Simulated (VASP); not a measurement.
# AlN (Pna2_1) in VASP: further runs

AlN is run at these levels: PBE; tasks: single point.

Everything below comes from runs of VASP 6.6.1. Logs are shortened: lines on timing, memory, paths and dates and some standing lists are left out, and cuts for length are marked.

## 1. The cell of the first run

Symmetry: Pna2_1, No. 33, orthorhombic system. The conventional cell has a = 5.739 Å, b = 3.313 Å, c = 4.188 Å, α = 90.00°, β = 90.00°, γ = 90.00°. Al (site symmetry 1) has 5 N at 1.81 to 2.38 Å within 2.4 Å. Within 2.4 Å of N (site symmetry 1) lie 5 Al at 1.81 to 2.38 Å.

## 2. Single point, PBE (mode 4 frozen in at -0.184 Å and mode 5 at -0.186 Å (largest displacements))

Input file INCAR:

```
PREC     = Accurate       # precision mode
ENCUT    = 520            # plane-wave cutoff, eV
EDIFF    = 1E-6           # SCF threshold, eV
ISMEAR   = 0              # smearing method
SIGMA    = 0.05           # smearing width, eV
LREAL    = F              # projectors in reciprocal space
LASPH    = T              # aspherical terms in the spheres
NELM     = 100            # most SCF steps
ALGO     = Normal         # electronic algorithm
ISIF     = 2              # what is computed and relaxed
LWAVE    = F              # write WAVECAR
LCHARG   = T              # write CHGCAR
GGA      = PE             # functional
LELF     = T              # ELF
LVHAR    = T            
NBANDS   = 26             # bands
```

Input file KPOINTS:

```
Automatic mesh
0
Gamma
  8 6 4
```

Input file POSCAR:

```
AlN
1.0
   -3.3134793387      0.0000000000      0.0000000000
    0.0000000000      0.0000000000     -4.1875902400
    0.0000000000     -5.7391145645      0.0000000000
Al N
4 4
Direct
    0.5555307522      0.2269417053      0.1666666667
   -0.0555307522      0.2269417053      0.6666666667
    0.0555307522      0.7269417053      0.3333333333
    0.4444692478      0.7269417053      0.8333333333
    0.5535041009      0.7944169533      0.1666666667
   -0.0535041009      0.7944169533      0.6666666667
    0.0535041009      0.2944169533      0.3333333333
    0.4464958991      0.2944169533      0.8333333333
```

Potentials or basis: VASP PAW PBE potentials, release 64 (Al, N).

Launch:

```
cat potpaw_PBE.64/Al/POTCAR potpaw_PBE.64/N/POTCAR > POTCAR
mpirun -np 1 vasp_std > vasp.out
```

OUTCAR:

```text
PREC = Accurate
   ENCUT = 520
   EDIFF = 1E-6
   ISMEAR = 0
   LREAL = F
   LASPH = T
   NELM = 100
   ISIF = 2
   GGA = PE

 ion  position               nearest neighbor table
   1  0.556  0.227  0.167-   5 1.81   7 1.93   7 1.94   8 1.97   5 2.38   3 2.84   3 2.84   3 2.84
                             3 2.84   4 2.86   4 2.86   2 3.15   2 3.15
   2  0.944  0.227  0.667-   6 1.81   8 1.93   8 1.94   7 1.97   6 2.38   4 2.84   4 2.84   4 2.84
                             4 2.84   3 2.86   3 2.86   1 3.15   1 3.15
   3  0.056  0.727  0.333-   7 1.81   5 1.93   5 1.94   6 1.97   7 2.38   1 2.84   1 2.84   1 2.84
                             1 2.84   2 2.86   2 2.86   4 3.15   4 3.15
   4  0.444  0.727  0.833-   8 1.81   6 1.93   6 1.94   5 1.97   8 2.38   2 2.84   2 2.84   2 2.84
                             2 2.84   1 2.86   1 2.86   3 3.15   3 3.15
   5  0.554  0.794  0.167-   1 1.81   3 1.93   3 1.94   4 1.97   1 2.38
   6  0.946  0.794  0.667-   2 1.81   4 1.93   4 1.94   3 1.97   2 2.38
   7  0.054  0.294  0.333-   3 1.81   1 1.93   1 1.94   2 1.97   3 2.38
   8  0.446  0.294  0.833-   4 1.81   2 1.93   2 1.94   1 1.97   4 2.38

  LATTYP: Found a simple orthorhombic cell.
 ALAT       =     3.3134793387
 B/A-ratio  =     1.2638045426
 C/A-ratio  =     1.7320508076

  Lattice vectors:

 A1 = (  -3.3134793387,   0.0000000000,   0.0000000000)
 A2 = (   0.0000000000,   0.0000000000,  -4.1875902400)
 A3 = (   0.0000000000,  -5.7391145645,   0.0000000000)

Analysis of symmetry for initial positions (statically):
=====================================================================
 Subroutine PRICEL returns:
 Original cell was already a primitive cell.

 Routine SETGRP: Setting up the symmetry group for a
 simple orthorhombic supercell.

 Subroutine GETGRP returns: Found  4 space group operations
 (whereof  1 operations were pure point group operations)
 out of a pool of  8 trial point group operations.

The static configuration has the point symmetry C_1 .
 The point group associated with its full space group is C_2v.

Analysis of symmetry for dynamics (positions and initial velocities):
=====================================================================
 Subroutine PRICEL returns:
 Original cell was already a primitive cell.

 Routine SETGRP: Setting up the symmetry group for a
 simple orthorhombic supercell.

 Subroutine GETGRP returns: Found  4 space group operations
 (whereof  1 operations were pure point group operations)
 out of a pool of  8 trial point group operations.

The dynamic configuration has the point symmetry C_1 .
[... 115 lines left out ...]
   NSW    =      0    number of steps for IOM
   IBRION =     -1    ionic relax: 0-MD 1-quasi-New 2-CG
   NFREE  =      0    steps in history (QN), initial steepest desc. (CG)
   ISIF   =      2    stress and relaxation
   ISYM   =      2    0-nonsym 1-usesym 2-fastsym
   POTIM  = 0.5000    time-step for ionic-motion
   TEBEG  =    0.0;   TEEND  =   0.0 temperature during run
   PSTRESS=    0.0 pullay stress
   NELECT =      32.0000    total number of electrons
   NUPDOWN=      -1.0000    fix difference up-down
   EMIN   =  10.00;   EMAX   =-10.00  energy-range for DOS
   EFERMI =   0.00;   METHOD = LEGACY
   ISMEAR =     0;   SIGMA  =   0.05  broadening in eV -4-tet -1-fermi 0-gaus
   EFERMI_NEDOS =   21; number of points for ismear=-14 and -15
   IALGO  =     38    algorithm
   IMIX   =      4    mixing-type and parameters
     AMIX     =   0.40;   BMIX     =  1.00
     AMIX_MAG =   1.60;   BMIX_MAG =  1.00
  volume/ion in A,a.u.               =       9.95        67.17
  Fermi-wavevector in a.u.,A,eV,Ry     =   1.208074  2.282930 19.856940  1.459444
  Thomas-Fermi vector in A             =   2.343693
   LORBIT       =      0    0 simple, 1 ext, 2 COOP (PROOUT), +10 PAW based schemes
   GGA     = PE    functional components
   LHFCALC =     F    Hartree Fock is set to
   AEXX    =    0.0000 exact exchange contribution
   IVDW    =     0    specifies the selected vdW correction
   LEPSILON=     F    determine dielectric tensor
   LRPA    =     F    only Hartree local field effects (RPA)
 non-spin polarized calculation
 Gauss-broadening in eV      SIGMA  =   0.05
  energy-cutoff  :      520.00
  volume of cell :       79.63
 maximum number of plane-waves:      2174
 NGX is ok and might be reduce to    28
   NGX = 13   NGY = 15   NGZ = 21

 number of electron      31.9999995 magnetization

 Free energy of the ion-electron system (eV)
  ---------------------------------------------------
  ext. energy  EPLUGINS =         0.00000000
  ---------------------------------------------------
  free energy    TOTEN  =       -57.75969077 eV

  energy without entropy =      -57.75969077  energy(sigma->0) =      -57.75969077

 E-fermi :   7.7026     XC(G=0): -11.1538

 val. band max:        7.4930857201   @ k =   0.0000   0.0000   0.0000
 cond. band min:      10.9583370538   @ k =   0.0000   0.0000   0.0000
 fundamental gap:      3.4652513338
 Fermi energy:         7.7026045081

 k-point     1 :       0.0000    0.0000    0.0000
  band No.  band energies     occupation
      1      -8.8432      2.00000
      2      -7.0314      2.00000
      3      -5.8498      2.00000
      4      -5.3397      2.00000
      5       1.1837      2.00000
      6       1.4186      2.00000
[... 685 lines left out ...]
     25      17.7292      0.00000
     26      18.2329      0.00000

 [... further k-points ...]
[... 5 lines left out ...]
  --------------------------------------------------------------------------------------
  -------------------------------------------------------------------------------------
  Total       -3.4179602     -2.3484199     14.6741352      0.0000000      0.0000000      0.0000000
  in kB      -68.7676603    -47.2490406    295.2363035      0.0000000      0.0000000      0.0000000
  external PRESSURE =      59.7398675 kB  Pullay stress =       0.0000000 kB

 VOLUME and BASIS-vectors are now :
 -----------------------------------------------------------------------------
  energy-cutoff  :      520.00
  volume of cell :       79.63
      direct lattice vectors                 reciprocal lattice vectors
    -3.313479339  0.000000000  0.000000000    -0.301797566  0.000000000  0.000000000
     0.000000000  0.000000000 -4.187590240     0.000000000  0.000000000 -0.238800824
     0.000000000 -5.739114565  0.000000000     0.000000000 -0.174242906  0.000000000

 POSITION                                       TOTAL-FORCE (eV/Angst)
 -----------------------------------------------------------------------------------
     -1.84074     -0.95652     -0.95034         0.576085      0.212682     -1.596437
     -3.12948     -3.82608     -0.95034        -0.576085      0.212682     -1.596437
     -0.18400     -1.91304     -3.04413         0.576085     -0.212682     -1.596437
     -1.47274     -4.78260     -3.04413        -0.576085     -0.212682     -1.596437
     -1.83402     -0.95652     -3.32669         0.352890      0.276183      1.596437
     -3.13619     -3.82608     -3.32669        -0.352890      0.276183      1.596437
     -0.17728     -1.91304     -1.23290         0.352890     -0.276183      1.596437
     -1.47945     -4.78260     -1.23290        -0.352890     -0.276183      1.596437
 -----------------------------------------------------------------------------------
    total drift:                               -0.000000     -0.000001      0.000428

  FREE ENERGIE OF THE ION-ELECTRON SYSTEM (eV)
  ---------------------------------------------------
  free  energy   TOTEN  =       -57.7596907679 eV

  energy  without entropy=      -57.7596907679  energy(sigma->0) =      -57.75969077
```

OSZICAR:

```text
N       E                     dE             d eps       ncg     rms          rms(c)
DAV:   1     0.115179456445E+03    0.11518E+03   -0.14914E+04  3120   0.112E+03
DAV:   2    -0.576354248394E+02   -0.17281E+03   -0.16067E+03  4228   0.231E+02
DAV:   3    -0.672803965695E+02   -0.96450E+01   -0.95866E+01  4190   0.555E+01
DAV:   4    -0.673669876127E+02   -0.86591E-01   -0.86535E-01  3682   0.602E+00
DAV:   5    -0.673682379199E+02   -0.12503E-02   -0.12499E-02  3994   0.723E-01    0.171E+01
DAV:   6    -0.578412265787E+02    0.95270E+01   -0.28770E+01  3864   0.286E+01    0.586E+00
DAV:   7    -0.578093484553E+02    0.31878E-01   -0.14663E+00  3736   0.644E+00    0.409E+00
DAV:   8    -0.577682202104E+02    0.41128E-01   -0.18222E-01  3670   0.285E+00    0.655E-01
DAV:   9    -0.577587982343E+02    0.94220E-02   -0.38779E-02  4116   0.108E+00    0.355E-01
DAV:  10    -0.577597118581E+02   -0.91362E-03   -0.45569E-03  3646   0.371E-01    0.148E-01
DAV:  11    -0.577596800812E+02    0.31777E-04   -0.62990E-04  3516   0.158E-01    0.295E-02
DAV:  12    -0.577596925240E+02   -0.12443E-04   -0.32033E-05  3788   0.370E-02    0.170E-02
DAV:  13    -0.577596905910E+02    0.19330E-05   -0.10843E-05  3724   0.196E-02    0.348E-03
DAV:  14    -0.577596907679E+02   -0.17690E-06   -0.61391E-07  1894   0.543E-03
   1 F= -.57759691E+02 E0= -.57759691E+02  d E =-.347703E-11
```

It took 46 s on 1 thread of Intel Xeon 6975P-C (Granite Rapids), shared host; peak memory 0.24 GiB.

What came out:

| Item | Value |
| --- | --- |
| Free energy | -57.7597 eV |
| Pressure | 6.0 GPa |
| Largest force | 1.710 eV/Å |
| Band gap on the k mesh | 3.47 eV, direct |

Forces on the atoms (eV/Å):
```
Al   0.576  0.213 -1.596
Al  -0.576  0.213 -1.596
Al   0.576 -0.213 -1.596
Al  -0.576 -0.213 -1.596
N    0.353  0.276  1.596
N   -0.353  0.276  1.596
N    0.353 -0.276  1.596
N   -0.353 -0.276  1.596
```

Caveat: the cell differs from its parent crystal (mode 4 frozen in at -0.184 Å and mode 5 at -0.186 Å (largest displacements)); forces of over 1 eV/Å act on the atoms, so gaps and moduli don't describe the material at rest.

## 3. Single point, PBE (mode 4 frozen in at -0.110 Å and mode 5 at -0.310 Å (largest displacements))

Input file INCAR:

```
  PREC = Accurate
  ENCUT = 520
  EDIFF = 1E-6
  ISMEAR = 0
  SIGMA = 0.05
  LREAL = False
  LASPH = True
  NELM = 60
  ALGO = Normal
  ISIF = 2
  LWAVE = False
  LCHARG = False
  GGA = PE
  NBANDS = 26
```

Input file KPOINTS:

```
regular mesh
0
Gamma
  8 6 4
```

Input file POSCAR:

```
AlN
1.0
   -3.3134793387      0.0000000000      0.0000000000
    0.0000000000      0.0000000000     -4.1875902400
    0.0000000000     -5.7391145645      0.0000000000
Al N
4 4
Direct
    0.5333184513      0.2115695089      0.1666666667
   -0.0333184513      0.2115695089      0.6666666667
    0.0333184513      0.7115695089      0.3333333333
    0.4666815487      0.7115695089      0.8333333333
    0.5321024605      0.8240282554      0.1666666667
   -0.0321024605      0.8240282554      0.6666666667
    0.0321024605      0.3240282554      0.3333333333
    0.4678975395      0.3240282554      0.8333333333
```

Potentials or basis: VASP PAW PBE potentials, release 64 (Al, N).

Launch:

```
cat potpaw_PBE.64/Al/POTCAR potpaw_PBE.64/N/POTCAR > POTCAR
mpirun -np 1 vasp_std > vasp.out
```

OUTCAR:

```text
PREC = Accurate
   ENCUT = 520
   EDIFF = 1E-6
   ISMEAR = 0
   LREAL = False
   LASPH = True
   NELM = 60
   ISIF = 2
   GGA = PE

 ion  position               nearest neighbor table
   1  0.533  0.212  0.167-   5 1.62   7 1.97   7 1.97   8 1.98   5 2.56   3 2.84   3 2.84   3 2.84
                             3 2.84   4 2.84   4 2.84   2 3.21   2 3.21
   2  0.967  0.212  0.667-   6 1.62   8 1.97   8 1.97   7 1.98   6 2.56   4 2.84   4 2.84   4 2.84
[... 921 lines left out ...]
  Total       -5.8068766     -5.2889456     49.9007124      0.0000000      0.0000000      0.0000000
  in kB     -116.8314704   -106.4109562   1003.9775196      0.0000000      0.0000000      0.0000000
  external PRESSURE =     260.2450310 kB  Pullay stress =       0.0000000 kB

 VOLUME and BASIS-vectors are now :
 -----------------------------------------------------------------------------
  energy-cutoff  :      520.00
  volume of cell :       79.63
      direct lattice vectors                 reciprocal lattice vectors
    -3.313479339  0.000000000  0.000000000    -0.301797566  0.000000000  0.000000000
     0.000000000  0.000000000 -4.187590240     0.000000000  0.000000000 -0.238800824
     0.000000000 -5.739114565  0.000000000     0.000000000 -0.174242906  0.000000000

 POSITION                                       TOTAL-FORCE (eV/Angst)
 -----------------------------------------------------------------------------------
     -1.76714     -0.95652     -0.88597         0.348181      0.053827     -6.670282
     -3.20308     -3.82608     -0.88597        -0.348181      0.053827     -6.670282
     -0.11040     -1.91304     -2.97976         0.348181     -0.053827     -6.670282
     -1.54634     -4.78260     -2.97976        -0.348181     -0.053827     -6.670282
     -1.76311     -0.95652     -3.45069         0.252028      0.078158      6.670282
     -3.20711     -3.82608     -3.45069        -0.252028      0.078158      6.670282
     -0.10637     -1.91304     -1.35690         0.252028     -0.078158      6.670282
     -1.55037     -4.78260     -1.35690        -0.252028     -0.078158      6.670282
 -----------------------------------------------------------------------------------
    total drift:                                0.000000     -0.000004     -0.000292

  FREE ENERGIE OF THE ION-ELECTRON SYSTEM (eV)
  ---------------------------------------------------
  free  energy   TOTEN  =       -55.2121287563 eV

  energy  without entropy=      -55.2121287563  energy(sigma->0) =      -55.21212876
```

stdout:

```text
POSCAR found type information on POSCAR AlN
 POSCAR found :  2 types and       8 ions
 scaLAPACK will be used
 LDA part: xc-table for (Slater+PW92), standard interpolation
 POSCAR, INCAR and KPOINTS ok, starting setup
 FFT: planning ... GRIDC
 FFT: planning ... GRID_SOFT
 FFT: planning ... GRID
 WAVECAR not read
 entering main loop
```

Wall time 57 s (1 thread of Intel Xeon 6975P-C (Granite Rapids), shared host); peak memory 0.24 GiB.

What came out:

```yaml
Free_energy: -55.2121 eV
Pressure: 26.0 GPa
Largest_force: 6.680 eV/Å
Band_gap_on_the_k_mesh: 3.98 eV, direct
```

Forces on the atoms (eV/Å):
```
Al   0.348  0.054 -6.670
Al  -0.348  0.054 -6.670
Al   0.348 -0.054 -6.670
Al  -0.348 -0.054 -6.670
N    0.252  0.078  6.670
N   -0.252  0.078  6.670
N    0.252 -0.078  6.670
N   -0.252 -0.078  6.670
```

Caveat: the cell differs from its parent crystal (mode 4 frozen in at -0.110 Å and mode 5 at -0.310 Å (largest displacements)); forces of over 1 eV/Å act on the atoms, so gaps and moduli don't describe the material at rest.
